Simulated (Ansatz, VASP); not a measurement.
# One calculation of Pt, two programs

```xyz
1
Lattice="0.0000 1.9591 1.9591 1.9591 0.0000 1.9591 1.9591 1.9591 0.0000" Properties=species:S:1:pos:R:3 pbc="T T T"
Pt    0.0000    0.0000    0.0000
```

Alike in both runs: functional PBEsol; k mesh 24 × 24 × 24; occupations gaussian, width 0.1 eV; no spin polarisation.

Ansatz relaxed the structure, and its values are those at the end. VASP's run is a single point on that final structure, the one shown.

|  | VASP | Ansatz |
| --- | --- | --- |
| version | VASP 6.6.1 | Ansatz 0.2.0 |
| potentials or method | VASP PAW PBE potentials, release 64 (Pt), cutoff 520 eV | scalar-relativistic, plane waves, PAW |
| valence electrons in the cell | 10 | 18 |

Ansatz gave:

| Quantity | Value |
| --- | --- |
| gap on the k mesh at the Fermi level (eV) | none |
| pressure (GPa) | 0.0 |

**Question.** What did VASP give for the same quantities?

**Answer.** gap on the k mesh at the Fermi level (eV): none; pressure (GPa): -0.4.

VASP's potentials were made for PBE, not for PBEsol. A gap of «none» marks a metal or a gap that the smearing closes. With one functional, cell and mesh, what is left measures potentials, basis and numerics. VASP's potentials hold 10 valence electrons a cell and Ansatz's 18, so a difference there can come from the potentials and not from the codes.

Neither program's run includes spin-orbit coupling.
